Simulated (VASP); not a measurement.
# Li (Im-3m) in VASP: a series of runs

Runs on Li. Level: r2SCAN. Tasks: single point, relaxation of cell and atoms.

Everything below comes from runs of VASP 6.6.1. Logs are shortened: lines on timing, memory, paths and dates and some standing lists are left out, and cuts for length are marked.

**1. The cell of the first run**

The structure is cubic, space group Im-3m (No. 229). Conventional cell: a = 3.477 Å, b = 3.477 Å, c = 3.477 Å, α = 90.00°, β = 90.00°, γ = 90.00°. Within 4.0 Å of Li (site symmetry m-3m) lie 14 Li at 3.01 to 3.48 Å.

**2. Single point, r2SCAN**

Contents of POSCAR:

```
Li
1.0
   -1.7382732976      1.7382732976      1.7382732976
    1.7382732976     -1.7382732976      1.7382732976
    1.7382732976      1.7382732976     -1.7382732976
Li
1
Direct
    0.0000000000      0.0000000000      0.0000000000
```

Contents of INCAR.step1:

```
SYSTEM = Li
ALGO = Normal ; EDIFF = 1E-4
ENCUT = 520 ; GGA = PE
ISMEAR = 0 ; LASPH = .True.
LCHARG = .False. ; LREAL = .False.
LWAVE = .True. ; NBANDS = 8
NELM = 100 ; PREC = Accurate
SIGMA = 0.05
```

Contents of INCAR.step2:

```
SYSTEM = Li
ALGO = Normal ; EDIFF = 1E-6
ENCUT = 520 ; ISIF = 2
ISMEAR = 0 ; ISTART = 1
LASPH = .True. ; LCHARG = .False.
LMIXTAU = .True. ; LREAL = .False.
LWAVE = .False. ; METAGGA = R2SCAN
NBANDS = 8 ; NELM = 100
PREC = Accurate ; SIGMA = 0.05
```

Contents of KPOINTS:

```
k-points
0
Gamma
  19 19 19
  0 0 0
```

Potentials or basis: VASP PAW PBE potentials, release 64 (Li_sv).

Started as:

```console
$ cat potpaw_PBE.64/Li_sv/POTCAR > POTCAR
$ cp INCAR.step1 INCAR
$ mpirun -np 1 vasp_std > vasp.out
$ cp INCAR.step2 INCAR
$ mpirun -np 1 vasp_std > vasp.out
```

OUTCAR:

```text
SYSTEM = Li
   EDIFF = 1E-6
   ENCUT = 520
   ISIF = 2
   ISMEAR = 0
   ISTART = 1
   LASPH = .True.
   LREAL = .False.
   METAGGA = R2SCAN
   NELM = 100
   PREC = Accurate

 ion  position               nearest neighbor table
   1  0.000  0.000  0.000-

  LATTYP: Found a body centered cubic cell.
 ALAT       =     3.4765465952

  Lattice vectors:

 A1 = (  -1.7382732976,   1.7382732976,   1.7382732976)
 A2 = (   1.7382732976,  -1.7382732976,   1.7382732976)
 A3 = (   1.7382732976,   1.7382732976,  -1.7382732976)

Analysis of symmetry for initial positions (statically):
=====================================================================
 Subroutine PRICEL returns:
 Original cell was already a primitive cell.

 Routine SETGRP: Setting up the symmetry group for a
 body centered cubic supercell.

 Subroutine GETGRP returns: Found 48 space group operations
 (whereof 48 operations were pure point group operations)
 out of a pool of 48 trial point group operations.

The static configuration has the point symmetry O_h .

Analysis of symmetry for dynamics (positions and initial velocities):
=====================================================================
 Subroutine PRICEL returns:
 Original cell was already a primitive cell.

 Routine SETGRP: Setting up the symmetry group for a
 body centered cubic supercell.

 Subroutine GETGRP returns: Found 48 space group operations
 (whereof 48 operations were pure point group operations)
 out of a pool of 48 trial point group operations.

The dynamic configuration has the point symmetry O_h .

 Subroutine INISYM returns: Found 48 space group operations
 (whereof 48 operations are pure point group operations),
 and found     1 'primitive' translations

----------------------------------------------------------------------------------------

                                     Primitive cell

  volume of cell :      21.0094

  direct lattice vectors                    reciprocal lattice vectors
    -1.738273298  1.738273298  1.738273298     0.000000000  0.287641765  0.287641765
     1.738273298 -1.738273298  1.738273298     0.287641765  0.000000000  0.287641765
     1.738273298  1.738273298 -1.738273298     0.287641765  0.287641765  0.000000000

  length of vectors
     3.010777669  3.010777669  3.010777669     0.406786886  0.406786886  0.406786886

  position of ions in fractional coordinates (direct lattice)
     0.000000000  0.000000000  0.000000000

  ion indices of the primitive-cell ions
   primitive index   ion index
                 1           1

----------------------------------------------------------------------------------------

 KPOINTS: k-points

Automatic generation of k-mesh.
 Grid dimensions read from file:
 generate k-points for:   19   19   19

 Generating k-lattice:

  Cartesian coordinates                     Fractional coordinates (reciprocal lattice)
     0.000000000  0.015139040  0.015139040     0.052631579  0.000000000  0.000000000
     0.015139040  0.000000000  0.015139040     0.000000000  0.052631579  0.000000000
     0.015139040  0.015139040  0.000000000     0.000000000  0.000000000  0.052631579

  Length of vectors
     0.021409836  0.021409836  0.021409836

  Shift w.r.t. Gamma in fractional coordinates (k-lattice)
     0.000000000  0.000000000  0.000000000

 Subroutine IBZKPT returns following result:
 ===========================================

 Found    220 irreducible k-points:

 Following reciprocal coordinates:
            Coordinates               Weight
  0.000000  0.000000  0.000000      1.000000
  0.052632  0.000000  0.000000     12.000000
  0.105263  0.000000  0.000000     12.000000
  0.157895  0.000000  0.000000     12.000000
  0.210526  0.000000  0.000000     12.000000
  0.263158  0.000000  0.000000     12.000000
[... 16 lines left out ...]
  0.263158  0.105263  0.000000     48.000000
  0.315789  0.105263  0.000000     48.000000
 [... further k-points ...]
   k-points           NKPTS =    220   k-points in BZ     NKDIM =    220   number of bands    NBANDS=      8
   number of dos      NEDOS =    301   number of ions     NIONS =      1
   total plane-waves  NPLWV =  13824
   dimension x,y,z NGX =    24 NGY =   24 NGZ =   24
   dimension x,y,z NGXF=    48 NGYF=   48 NGZF=   48
   ions per type =               1
   NGX,Y,Z   is equivalent  to a cutoff of  13.25, 13.25, 13.25 a.u.
   NGXF,Y,Z  is equivalent  to a cutoff of  26.50, 26.50, 26.50 a.u.
 SYSTEM =  Li
   PREC   = accura    normal or accurate (medium, high low for compatibility)
   ISTART =      1    job   : 0-new  1-cont  2-samecut
   ICHARG =      0    charge: 1-file 2-atom 10-const
   ISPIN  =      1    spin polarized calculation?
   LNONCOLLINEAR =      F non collinear calculations
   LSORBIT =      F    spin-orbit coupling
   LASPH  =      T    aspherical Exc in radial PAW
   ENCUT  =  520.0 eV  38.22 Ry    6.18 a.u.   5.60  5.60  5.60*2*pi/ulx,y,z
   NELM   =    100;   NELMIN=  2; NELMDL=  0     # of ELM steps
   EDIFF  = 0.1E-05   stopping-criterion for ELM
   LREAL  =      F    real-space projection
   EDIFFG = 0.1E-04   stopping-criterion for IOM
   NSW    =      0    number of steps for IOM
   IBRION =     -1    ionic relax: 0-MD 1-quasi-New 2-CG
   NFREE  =      0    steps in history (QN), initial steepest desc. (CG)
   ISIF   =      2    stress and relaxation
   ISYM   =      2    0-nonsym 1-usesym 2-fastsym
   POTIM  = 0.5000    time-step for ionic-motion
   TEBEG  =    0.0;   TEEND  =   0.0 temperature during run
   PSTRESS=    0.0 pullay stress
   NELECT =       3.0000    total number of electrons
   NUPDOWN=      -1.0000    fix difference up-down
   EMIN   =  10.00;   EMAX   =-10.00  energy-range for DOS
   EFERMI =   0.00;   METHOD = LEGACY
   ISMEAR =     0;   SIGMA  =   0.05  broadening in eV -4-tet -1-fermi 0-gaus
   EFERMI_NEDOS =   21; number of points for ismear=-14 and -15
   IALGO  =     38    algorithm
   IMIX   =      4    mixing-type and parameters
     AMIX     =   0.40;   BMIX     =  1.00
     AMIX_MAG =   1.60;   BMIX_MAG =  1.00
  volume/ion in A,a.u.               =      21.01       141.78
  Fermi-wavevector in a.u.,A,eV,Ry     =   0.855678  1.616998  9.961987  0.732185
  Thomas-Fermi vector in A             =   1.972464
   LORBIT       =      0    0 simple, 1 ext, 2 COOP (PROOUT), +10 PAW based schemes
   METAGGA = R2SCAN    functional components
   LHFCALC =     F    Hartree Fock is set to
   AEXX    =    0.0000 exact exchange contribution
   IVDW    =     0    specifies the selected vdW correction
   LEPSILON=     F    determine dielectric tensor
   LRPA    =     F    only Hartree local field effects (RPA)
 non-spin polarized calculation
 Gauss-broadening in eV      SIGMA  =   0.05
  energy-cutoff  :      520.00
  volume of cell :       21.01
 maximum number of plane-waves:       586
   NGX = 11   NGY = 11   NGZ = 11

 number of electron       2.9999991 magnetization

 Free energy of the ion-electron system (eV)
  ---------------------------------------------------
  ext. energy  EPLUGINS =         0.00000000
  ---------------------------------------------------
  free energy    TOTEN  =        -2.38080283 eV

  energy without entropy =       -2.37992695  energy(sigma->0) =       -2.38036489

 E-fermi :   0.5546     XC(G=0):  -7.3546

 val. band max:        0.5474099636   @ k =  -0.3684   0.4737   0.0526
 cond. band min:       0.5698353674   @ k =   0.2632   0.1579   0.1053
 fundamental gap:      0.0224254037
 Fermi energy:         0.5545802536

 k-point     1 :       0.0000    0.0000    0.0000
  band No.  band energies     occupation
      1     -47.6123      2.00000
      2      -3.2711      2.00000
      3      16.4671      0.00000
      4      16.4686      0.00000
      5      16.4686      0.00000
      6      20.6249      0.00000
      7      20.6252      0.00000
      8      20.6252      0.00000

 k-point     2 :       0.0526    0.0000    0.0000
  band No.  band energies     occupation
      1     -47.6119      2.00000
      2      -3.2155      2.00000
      3      16.0139      0.00000
      4      16.1218      0.00000
      5      16.3531      0.00000
      6      19.8360      0.00000
      7      19.8752      0.00000
      8      21.1126      0.00000

 k-point     3 :       0.1053    0.0000    0.0000
  band No.  band energies     occupation
      1     -47.6105      2.00000
      2      -3.0467      2.00000
      3      14.7142      0.00000
      4      15.3769      0.00000
      5      16.0235      0.00000
      6      18.7848      0.00000
      7      18.9005      0.00000
      8      20.7735      0.00000

 k-point     4 :       0.1579    0.0000    0.0000
  band No.  band energies     occupation
      1     -47.6084      2.00000
      2      -2.7652      2.00000
      3      12.9556      0.00000
      4      14.5584      0.00000
      5      15.5386      0.00000
      6      17.7794      0.00000
      7      18.4534      0.00000
      8      20.7257      0.00000

 k-point     5 :       0.2105    0.0000    0.0000
  band No.  band energies     occupation
      1     -47.6057      2.00000
      2      -2.3715      2.00000
      3      11.1087      0.00000
      4      13.7954      0.00000
      5      14.9929      0.00000
      6      16.9050      0.00000
      7      18.2672      0.00000
      8      20.9763      0.00000
[... 177 lines left out ...]
 k-point    22 :       0.2105    0.1053   -0.0000
  band No.  band energies     occupation
      1     -47.6018      2.00000
      2      -1.6958      2.00000
      3       9.3733      0.00000
      4      11.7509      0.00000
      5      13.5219      0.00000
      6      17.9427      0.00000
      7      18.4935      0.00000
      8      21.5289      0.00000

 k-point    23 :       0.2632    0.1053    0.0000
  band No.  band energies     occupation
      1     -47.5991      2.00000
      2      -1.0847      2.00000
      3       7.7275      0.00000
      4      11.2314      0.00000
      5      13.0346      0.00000
      6      17.5886      0.00000
      7      18.6351      0.00000
      8      22.0874      0.00000

 k-point    24 :       0.3158    0.1053    0.0000
  band No.  band energies     occupation
      1     -47.5968      2.00000
      2      -0.3848      2.00000
      3       6.2364      0.00000
      4      10.8381      0.00000
      5      12.6579      0.00000
      6      17.2787      0.00000
      7      18.8361      0.00000
      8      22.7496      0.00000

 [... further k-points ...]

------------------------ aborting loop because EDIFF is reached ----------------------------------------

  FORCE on cell =-STRESS in cart. coord.  units (eV):
  Direction    XX          YY          ZZ          XY          YZ          ZX
  --------------------------------------------------------------------------------------
  -------------------------------------------------------------------------------------
  Total       -0.0284573     -0.0284573     -0.0284573      0.0000000      0.0000000     -0.0000000
  in kB       -2.1701480     -2.1701480     -2.1701480      0.0000000      0.0000000     -0.0000000
  external PRESSURE =      -2.1701480 kB  Pullay stress =       0.0000000 kB

 VOLUME and BASIS-vectors are now :
 -----------------------------------------------------------------------------
  energy-cutoff  :      520.00
  volume of cell :       21.01
      direct lattice vectors                 reciprocal lattice vectors
    -1.738273298  1.738273298  1.738273298     0.000000000  0.287641765  0.287641765
     1.738273298 -1.738273298  1.738273298     0.287641765  0.000000000  0.287641765
     1.738273298  1.738273298 -1.738273298     0.287641765  0.287641765  0.000000000

 POSITION                                       TOTAL-FORCE (eV/Angst)
 -----------------------------------------------------------------------------------
      0.00000      0.00000      0.00000        -0.000000     -0.000000      0.000000
 -----------------------------------------------------------------------------------
    total drift:                                0.000000      0.000000     -0.000000

  FREE ENERGIE OF THE ION-ELECTRON SYSTEM (eV)
  ---------------------------------------------------
  free  energy   TOTEN  =        -2.3808028330 eV

  energy  without entropy=       -2.3799269515  energy(sigma->0) =       -2.38036489
```

Run time: 48 s. Hardware: 1 thread of Intel Xeon 6975P-C (Granite Rapids), shared host; peak memory 0.14 GiB.

What came out:

| Property | Result |
| --- | --- |
| Free energy | -2.3808 eV |
| Band gap on the k mesh | zero (an odd number of electrons rules out a gap without spin polarisation) |

Caveat: the cutoff is under 1.25 times the usual one of these potentials, so pressure, stress and relaxed cells hold a basis-set (Pulay) error; the PAW data sets were made with another functional, which shifts forces and pressure a little.

**3. Relaxation of cell and atoms, r2SCAN**

This run uses another cell than the first one, of 21.61 Å³/atom.

Contents of POSCAR:

```
Li
1.0
   -1.7546500000      1.7546500000      1.7546500000
    1.7546500000     -1.7546500000      1.7546500000
    1.7546500000      1.7546500000     -1.7546500000
Li
1
Direct
    0.0000000000      0.0000000000      0.0000000000
```

Contents of INCAR.step1:

```
SYSTEM = Li
PREC = Accurate ; ENCUT = 600
ISMEAR = 0 ; SIGMA = 0.05
LREAL = .FALSE. ; LASPH = .TRUE.
NELM = 60 ; GGA = PE
ALGO = Normal ; EDIFF = 1E-4
LWAVE = .TRUE. ; LCHARG = .FALSE.
```

Contents of INCAR.step2:

```
SYSTEM = Li
PREC = Accurate ; ENCUT = 600
EDIFF = 1E-6 ; ISMEAR = 0
SIGMA = 0.05 ; LREAL = .FALSE.
LASPH = .TRUE. ; NELM = 60
ALGO = Normal ; ISIF = 3
LWAVE = .FALSE. ; LCHARG = .FALSE.
METAGGA = R2SCAN ; LMIXTAU = .TRUE.
IBRION = 2 ; NSW = 80
EDIFFG = -0.02 ; ISTART = 1
```

Contents of KPOINTS:

```
regular mesh
0
G
  19 19 19
  0 0 0
```

Potentials or basis: VASP PAW PBE potentials, release 64 (Li_sv).

Started as:

```console
$ cat potpaw_PBE.64/Li_sv/POTCAR > POTCAR
$ cp INCAR.step1 INCAR
$ mpirun -np 1 vasp_std > vasp.out
$ cp INCAR.step2 INCAR
$ mpirun -np 1 vasp_std > vasp.out
```

OUTCAR:

```text
SYSTEM = Li
   PREC = Accurate
   ENCUT = 600
   EDIFF = 1E-6
   ISMEAR = 0
   LREAL = .FALSE.
   LASPH = .TRUE.
   NELM = 60
   ISIF = 3
   METAGGA = R2SCAN
   IBRION = 2
   NSW = 80
   EDIFFG = -0.02
   ISTART = 1

 ion  position               nearest neighbor table
   1  0.000  0.000  0.000-

  LATTYP: Found a body centered cubic cell.
 ALAT       =     3.5093000000

  Lattice vectors:

 A1 = (  -1.7546500000,   1.7546500000,   1.7546500000)
 A2 = (   1.7546500000,  -1.7546500000,   1.7546500000)
 A3 = (   1.7546500000,   1.7546500000,  -1.7546500000)

Analysis of symmetry for initial positions (statically):
[... 247 lines left out ...]
  ---------------------------------------------------
  free energy    TOTEN  =        -2.38306712 eV

  energy without entropy =       -2.38219250  energy(sigma->0) =       -2.38262981

 E-fermi :   0.5668     XC(G=0):  -7.3673

 val. band max:        0.5594889964   @ k =  -0.3684   0.4737   0.0526
 cond. band min:       0.5821677749   @ k =   0.2632   0.1579   0.1053
 fundamental gap:      0.0226787786
 Fermi energy:         0.5667762057

 k-point     1 :       0.0000    0.0000    0.0000
  band No.  band energies     occupation
      1     -47.5773      2.00000
      2      -3.2684      2.00000
      3      16.5323      0.00000
      4      16.5337      0.00000
      5      16.5337      0.00000
[... 177 lines left out ...]
 k-point    24 :       0.3158    0.1053   -0.0000
  band No.  band energies     occupation
      1     -47.5619      2.00000
      2      -0.3750      2.00000
      3       6.2695      0.00000
      4      10.8861      0.00000
      5      12.7111      0.00000

 [... further k-points ...]

------------------------ aborting loop because EDIFF is reached ----------------------------------------

  FORCE on cell =-STRESS in cart. coord.  units (eV):
  Direction    XX          YY          ZZ          XY          YZ          ZX
  --------------------------------------------------------------------------------------
  -------------------------------------------------------------------------------------
  Total       -0.0144828     -0.0144828     -0.0144828     -0.0000000     -0.0000000     -0.0000000
  in kB       -1.1107516     -1.1107516     -1.1107516     -0.0000000     -0.0000000     -0.0000000
  external PRESSURE =      -1.1107516 kB  Pullay stress =       0.0000000 kB
[... 16 lines left out ...]
  FREE ENERGIE OF THE ION-ELECTRON SYSTEM (eV)
  ---------------------------------------------------
  free  energy   TOTEN  =        -2.3830671201 eV

  energy  without entropy=       -2.3821924993  energy(sigma->0) =       -2.38262981

 reached required accuracy - stopping structural energy minimisation
```

Wall time 95 s (1 thread of Intel Xeon 6975P-C (Granite Rapids), shared host); peak memory 0.15 GiB.

What came out:

| Item | Value |
| --- | --- |
| Free energy | -2.3831 eV |
| Relaxed volume | 20.89 Å³/atom |
| Relaxed cell | a = 3.005 Å, b = 3.005 Å, c = 3.005 Å, α = 109.47°, β = 109.47°, γ = 109.47° |
| Space group after relaxing (to 0.1 Å) | Im-3m (No. 229) |
| Energy gained by relaxing | 0.8 meV/atom |
| Ionic steps | 3 |
| Pressure after relaxing | -0.1 GPa |
| Band gap on the k mesh | zero (an odd number of electrons rules out a gap without spin polarisation) |

The path:
```
step  energy change (eV)  largest force (eV/Å)  pressure (GPa)  volume (Å³)
   1              0.0000                0.0000           -0.43        21.61
   2             -0.0004                0.0000           -0.47        21.43
   3             -0.0008                0.0000           -0.11        20.89
```

Final structure:
```xyz
1
Lattice="-1.7350 1.7350 1.7350 1.7350 -1.7350 1.7350 1.7350 1.7350 -1.7350" Properties=species:S:1:pos:R:3 pbc="T T T"
Li    0.0000    0.0000    0.0000
```

Levels at points of the mesh, in eV from the Fermi level:
| k point | band 1 | band 2 | band 3 | band 4 | band 5 |
| --- | --- | --- | --- | --- | --- |
| (0.00, 0.00, 0.00) | -48.14 | -3.84 | 15.97 | 15.97 | 15.97 |

Caveat: the cutoff is under 1.25 times the usual one of these potentials, so pressure, stress and relaxed cells hold a basis-set (Pulay) error; the PAW data sets were made with another functional, which shifts forces and pressure a little.
